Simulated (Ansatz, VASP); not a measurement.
**One calculation of Sc, two programs**

```
Sc
1.0
    -1.91721    1.91721    1.71760
     1.91721   -1.91721    1.71760
     1.91721    1.91721   -1.71760
Sc
1
Cartesian
  0.0000 0.0000 0.0000
```

Alike in both runs: task relaxation of cell and atoms; functional PBEsol; k mesh 10 × 10 × 10; collinear spin; fixed moment 1 μB.

|  | VASP | Ansatz |
| --- | --- | --- |
| version | VASP 6.6.1 | Ansatz 0.2.0 |
| potentials or method | VASP PAW PBE potentials, release 64 (Sc_sv), cutoff 600 eV | all-electron LAPW, inner shells corrected to Dirac's equation |
| occupations | methfessel-paxton of order 1, width 0.025 eV | cold, width 0.025 eV |

VASP gave:

```
size of the moment on the site where the two differ most (μB)   : 0.56
relaxed volume (Å³/atom)                                        : 24.42
relaxed length of the cell vector where the two differ most in proportion (Å) : 3.167
```

What did Ansatz give for the same quantities?

Size of the moment on the site where the two differ most (μB): 0.71; relaxed volume (Å³/atom): 24.39; relaxed length of the cell vector where the two differ most in proportion (Å): 3.165.

VASP's potentials were made for PBE, not for PBEsol. Site moments also hang on the region over which each program counts them. Ansatz ran all-electron here, and VASP with PAW potentials.
